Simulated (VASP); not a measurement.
Re, 1 atom in the cell. Symmetry: I4/mmm, No. 139, tetragonal system. Conventional cell: a = 2.851 Å, b = 2.851 Å, c = 3.455 Å, α = 90.00°, β = 90.00°, γ = 90.00°. Re (site symmetry 4/mmm) has 14 Re at 2.66 to 3.46 Å within 3.5 Å.  This cell differs from its parent crystal: volume 14.046 Å^3 an atom, c/a of the conventional cell 0.8569.

```yaml
Program: VASP 6.6.1
Task: single point
Functional: PBE
Potentials_or_basis: VASP PAW PBE potentials, release 64 (Re)
Cutoff: 520 eV
k_mesh: 10 × 10 × 10
Occupations: gaussian, width 0.15 eV
Spin: no spin polarisation
Dipole_correction: no
Further_INCAR_settings: ALGO = Normal; EDIFF = 1e-06; NBANDS = 10
```

Potentials or basis: VASP PAW PBE potentials, release 64 (Re).

Launch:

```console
$ cat potpaw_PBE.64/Re/POTCAR > POTCAR
$ mpirun -np 1 vasp_std > vasp.out
```

Hardware: 1 thread of Intel Xeon 6975P-C, with other jobs on the host.

Question: Estimate the wall time of this run.

Answer: Run time: 9.2 s on 1 thread of Intel Xeon 6975P-C, with other jobs on the host, peak memory 0.14 GiB. Counts: scf iterations 12, k points 102.
